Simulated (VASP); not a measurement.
Ti, 2 atoms in the cell. Symmetry: P6_3/mmc, No. 194, hexagonal system. Conventional cell: a = 2.817 Å, b = 2.817 Å, c = 4.686 Å, α = 90.00°, β = 90.00°, γ = 120.00°. Ti (site symmetry -6m2) has 12 Ti at 2.82 to 2.85 Å within 3.7 Å.  This cell differs from its parent crystal: strain -0.0450 x Voigt [1, 1, 0, 0, 0, 0].

| Item | Value |
| --- | --- |
| Program | VASP 6.6.1 |
| Task | single point |
| Functional | r2SCAN |
| Potentials or basis | VASP PAW PBE potentials, release 64 (Ti_sv) |
| Cutoff | 520 eV |
| k mesh | 18 × 18 × 10 |
| Occupations | gaussian, width 0.15 eV |
| Spin | no spin polarisation |
| Dipole correction | no |
| Further INCAR settings | ALGO = Normal; EDIFF = 1e-06; NBANDS = 19 |

Potentials or basis: VASP PAW PBE potentials, release 64 (Ti_sv).

Command:

```sh
$ cat potpaw_PBE.64/Ti_sv/POTCAR > POTCAR
$ cp INCAR.step1 INCAR
$ mpirun -np 1 vasp_std > vasp.out
$ cp INCAR.step2 INCAR
$ mpirun -np 1 vasp_std > vasp.out
```

Hardware: 1 thread of AMD EPYC 9R45 96-Core Processor (Zen 5) (shared host).

Task: Estimate the wall time of this run.

Result: Run time: 5.6 min on 1 thread of AMD EPYC 9R45 96-Core Processor (Zen 5), on a shared host, peak memory 0.21 GiB. Counts: k points 222.
